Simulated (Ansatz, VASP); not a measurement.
## One calculation of Bi, two programs

INCAR

```
SYSTEM = Bi
  PREC = Accurate
  ENCUT = 500
  EDIFF = 1E-7
  ISMEAR = 0
  SIGMA = 0.1
  LREAL = .False.
  LASPH = .True.
  NELM = 120
  ALGO = Normal
  ISIF = 3
  LWAVE = .False.
  LCHARG = .False.
  GGA = PE
  IBRION = 2
  NSW = 90
  EDIFFG = -0.04
  GGA_COMPAT = .False.
  NELMIN = 4
```

The input KPOINTS:

```
regular mesh
0
Gamma
  6 6 6
  0 0 0
```

POSCAR

```
Bi
1.0
   -1.6502328000      2.1997605600      2.2878129800
    1.6502328000     -2.1997605600      2.2878129800
    1.6502328000      2.1997605600     -2.2878129800
Bi
1
Direct
    0.5000000000      0.0000000000      0.5000000000
```

Input for Ansatz:

```yaml
crystal:
  lattice:
    - [-1.6502328, 2.19976056, 2.28781298]
    - [1.6502328, -2.19976056, 2.28781298]
    - [1.6502328, 2.19976056, -2.28781298]
  atoms:
    - { symbol: Bi, position: [0.5, 0.0, 0.5] }
basis:
  ecutwfc: 420
kpoints:
  mp_grid: { grid: [6, 6, 6] }
hamiltonian:
  xc: pbe
scf:
  occupations: { method: gaussian, width: 0.1 }
  lower_state_search: "off"
output:
  forces: true
  stress: true
  eigenvalues: true
relax:
  adjacent_minimum: "off"
  f_tol: 0.04
  max_steps: 70
  cell: { stress_tol: 0.4 }
```

Alike in both runs: task relaxation of cell and atoms; functional PBE; k mesh 6 × 6 × 6; occupations gaussian, width 0.1 eV; no spin polarisation.

|  | VASP | Ansatz |
| --- | --- | --- |
| version | VASP 6.6.1 | Ansatz 0.2.0 |
| potentials or method | VASP PAW PBE potentials, release 64 (Bi_d), cutoff 500 eV | scalar-relativistic, plane waves, PAW |
| valence electrons in the cell | 15 | 15 |

Ansatz gave:

| Quantity | Value |
| --- | --- |
| gap on the k mesh at the Fermi level, each at its own relaxed structure (eV) | none |
| relaxed volume (Å³/atom) | 31.50 |
| relaxed cell length with the largest relative difference (Å) | 3.473 |

Task: Which values does VASP return?

Result: gap on the k mesh at the Fermi level, each at its own relaxed structure (eV): none; relaxed volume (Å³/atom): 31.44; relaxed cell length with the largest relative difference (Å): 3.468.

A gap of «none» marks a metal or a gap that the smearing closes.

The k mesh is coarse, so the values compare programs but aren't converged. Spin-orbit coupling is off throughout.
